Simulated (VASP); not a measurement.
Set up this calculation in VASP 6.6.1, as the native input.

```yaml
Task: relaxation of the atoms
Functional: PBEsol
Potentials_or_basis: VASP PAW PBE potentials, release 64 (Hf_pv, N)
Cutoff: 520 eV
k_mesh: 6 × 6 × 6
Occupations: gaussian, width 0.02 eV
Spin: no spin polarisation
Dipole_correction: no
Further_INCAR_settings: ALGO = Normal; EDIFF = 1e-07; IBRION = 2; EDIFFG = -0.01; NSW = 50
```

The structure of Hf3N4 lies in POSCAR:

```
Hf3N4
1.0
   -3.1867829848      3.1867829848      3.1867829848
    3.1867829848     -3.1867829848      3.1867829848
    3.1867829848      3.1867829848     -3.1867829848
Hf N
6 8
Direct
    0.2500000000      0.6250000000      0.3750000000
    0.3750000000      0.2500000000      0.6250000000
    0.7500000000      0.8750000000      0.1250000000
    0.1250000000      0.7500000000      0.8750000000
    0.6250000000      0.3750000000      0.2500000000
    0.8750000000      0.1250000000      0.7500000000
    0.1489674594      0.1489674594      0.1489674594
    0.8510325406      0.5000000000      0.0000000000
    0.5000000000      0.0000000000      0.3510325406
    0.0000000000      0.8510325406      0.5000000000
    0.3510325406      0.5000000000      0.0000000000
    0.6489674594      0.6489674594      0.6489674594
    0.0000000000      0.3510325406      0.5000000000
    0.5000000000      0.0000000000      0.8510325406
```

These files were run (other wordings do the same):

INCAR

```
SYSTEM = Hf3N4
PREC     = Accurate       ! precision mode
ENCUT    = 520            ! plane-wave cutoff, eV
EDIFF    = 1E-7           ! SCF threshold, eV
ISMEAR   = 0              ! smearing method
SIGMA    = 0.02           ! smearing width, eV
LREAL    = .FALSE.        ! projectors in reciprocal space
LASPH    = .TRUE.         ! aspherical terms in the spheres
NELM     = 120            ! most SCF steps
ALGO     = Normal         ! electronic algorithm
ISIF     = 2              ! what is computed and relaxed
LWAVE    = .FALSE.        ! write WAVECAR
LCHARG   = .FALSE.        ! write CHGCAR
GGA      = PS             ! functional
IBRION   = 2              ! ionic algorithm
NSW      = 50             ! ionic steps
EDIFFG   = -0.01          ! ionic threshold
GGA_COMPAT= .FALSE.      
NELMIN   = 4            
KPAR     = 4
```

KPOINTS

```
regular mesh
0
G
  6 6 6
  0 0 0
```

Potentials or basis: VASP PAW PBE potentials, release 64 (Hf_pv, N).

The run is started by

```console
$ cat potpaw_PBE.64/Hf_pv/POTCAR potpaw_PBE.64/N/POTCAR > POTCAR
$ mpirun -np 4 vasp_std > vasp.out
```

It gave:

The energy gained by relaxing is 0.4 meV/atom. The ionic steps are 3 and the pressure after relaxing is 42.7 GPa. The band gap on the k mesh is 1.13 eV (least direct gap 1.26 eV).

Caveat: the PAW data sets were made with another functional, which shifts forces and pressure a little; spin-orbit coupling is left out, which moves the levels of the heavy elements.

Wall time 100 s on 4 MPI ranks on AMD EPYC 7R13 Processor (Zen 3), on a shared host, peak memory 0.3 GiB a rank.
